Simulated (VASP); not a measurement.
Here is a VASP 6.6.1 calculation.

Contents of POSCAR:

```
C
1.0
   -2.1268362731      1.2279462884      0.0110113261
   -2.1268362731     -1.2279462884      0.0110113261
    0.0622349062      0.0000000000     10.4551874686
C
6
Direct
    0.1666908345      0.1666908345      0.8453102068
    0.5000059441      0.5000059441      0.1690790767
    0.8333483893      0.8333483893      0.5071946417
    0.1666698353      0.1666698353      0.1690702999
    0.5000122805      0.5000122805      0.5071858650
    0.8333547257      0.8333547257      0.8453014301
```

The input INCAR.step1:

```
SYSTEM = C
  PREC = Accurate
  ENCUT = 520
  ISMEAR = 0
  SIGMA = 0.05
  LREAL = .False.
  LASPH = .True.
  NELM = 100
  NBANDS = 21
  GGA = PE
  ALGO = Normal
  EDIFF = 1E-4
  LWAVE = .True.
  LCHARG = .False.
```

File INCAR.step2:

```
SYSTEM = C
  PREC = Accurate
  ENCUT = 520
  EDIFF = 1E-7
  ISMEAR = 0
  SIGMA = 0.05
  LREAL = .False.
  LASPH = .True.
  NELM = 100
  ALGO = Normal
  ISIF = 2
  LWAVE = .False.
  LCHARG = .False.
  METAGGA = R2SCAN
  LMIXTAU = .True.
  NBANDS = 21
  ISTART = 1
```

The input KPOINTS:

```
Automatic mesh
0
Gamma
  12 12 3
  0 0 0
```

Potentials or basis: VASP PAW PBE potentials, release 64 (C).

Command:

```console
$ cat potpaw_PBE.64/C/POTCAR > POTCAR
$ cp INCAR.step1 INCAR
$ mpirun -np 1 vasp_std > vasp.out
$ cp INCAR.step2 INCAR
$ mpirun -np 1 vasp_std > vasp.out
```

(1) Predict the largest force.

(2) Predict the pressure.

## Answers

(1) 0.034 eV/Å.

(2) 0.7 GPa.

Caveat: the cell differs from its parent crystal (the distance across one plane changed); the PAW data sets were made with another functional, which shifts forces and pressure a little.
